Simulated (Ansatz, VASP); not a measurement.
## SrTiO3 in VASP and in Ansatz

```xyz
5
Lattice="3.8522 0.0000 0.0000 0.0000 3.8522 0.0000 0.0000 0.0000 3.8522" Properties=species:S:1:pos:R:3 pbc="T T T"
Sr    0.0000    0.0000    0.0000
Ti    1.9261    1.9261    1.9261
O     0.0000    1.9261    1.9261
O     1.9261    0.0000    1.9261
O     1.9261    1.9261    0.0000
```

Change from the starting cell: volume scaled by 0.96.

Alike in both runs: task single point; functional PBEsol; k mesh 7 × 7 × 7; occupations fermi-dirac, width 0.05 eV; no spin polarisation.

|  | VASP | Ansatz |
| --- | --- | --- |
| version | VASP 6.6.1 | Ansatz 0.2.0 |
| potentials or method | VASP PAW PBE potentials, release 64 (Sr_sv, Ti_sv, O), cutoff 520 eV | all-electron LAPW, scalar-relativistic |

|  | VASP | Ansatz | Ansatz less VASP |
| --- | --- | --- | --- |
| gap on the k mesh at the Fermi level (eV) | 1.94 | 1.97 | +0.029 |
| pressure (GPa) | 6.7 | 6.0 | -0.77 |

VASP's potentials were made for PBE, not for PBEsol. Ansatz ran all-electron here, and VASP with PAW potentials.
